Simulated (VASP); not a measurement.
A run of VASP 6.6.1:

Contents of INCAR:

```
PREC = Accurate ; ENCUT = 600
EDIFF = 1E-6 ; ISMEAR = -1
SIGMA = 0.02 ; LREAL = False
LASPH = True ; NELM = 120
ALGO = Normal ; ISIF = 2
LWAVE = False ; LCHARG = False
GGA = PE ; NBANDS = 44
GGA_COMPAT = False
```

Contents of KPOINTS:

```
regular mesh
0
Gamma
  4 4 3
```

The input POSCAR:

```
SiO2
1.0
    4.9820000000      0.0000000000      0.0000000000
    0.0000000000      4.9820000000      0.0000000000
    0.0000000000      0.0000000000      6.9630000000
Si O
4 8
Direct
    0.3039018416      0.3039018416      0.0000000000
    0.1960981584      0.8039018416      0.2500000000
    0.6960981584      0.6960981584      0.5000000000
    0.8039018416      0.1960981584      0.7500000000
    0.2373186939      0.1139629102      0.1837361139
    0.3860370898      0.7373186939      0.4337361139
    0.7626813061      0.8860370898      0.6837361139
    0.6139629102      0.2626813061      0.9337361139
    0.7373186939      0.3860370898      0.5662638861
    0.8860370898      0.7626813061      0.3162638861
    0.2626813061      0.6139629102      0.0662638861
    0.1139629102      0.2373186939      0.8162638861
```

Potentials or basis: VASP PAW PBE potentials, release 64 (Si, O).

Run with:

```bash
$ cat potpaw_PBE.64/Si/POTCAR potpaw_PBE.64/O/POTCAR > POTCAR
$ mpirun -np 1 vasp_std > vasp.out
```

Hardware: 1 thread of Intel(R) Xeon(R) Platinum 8259CL CPU @ 2.50GHz (Skylake/Cascade Lake), on a shared host.

Question: Estimate the wall time of this run.

Answer: Run time: 87 s on 1 thread of Intel(R) Xeon(R) Platinum 8259CL CPU @ 2.50GHz (Skylake/Cascade Lake) (shared host), peak memory 0.3 GiB. Counts: scf iterations 14, k points 12.
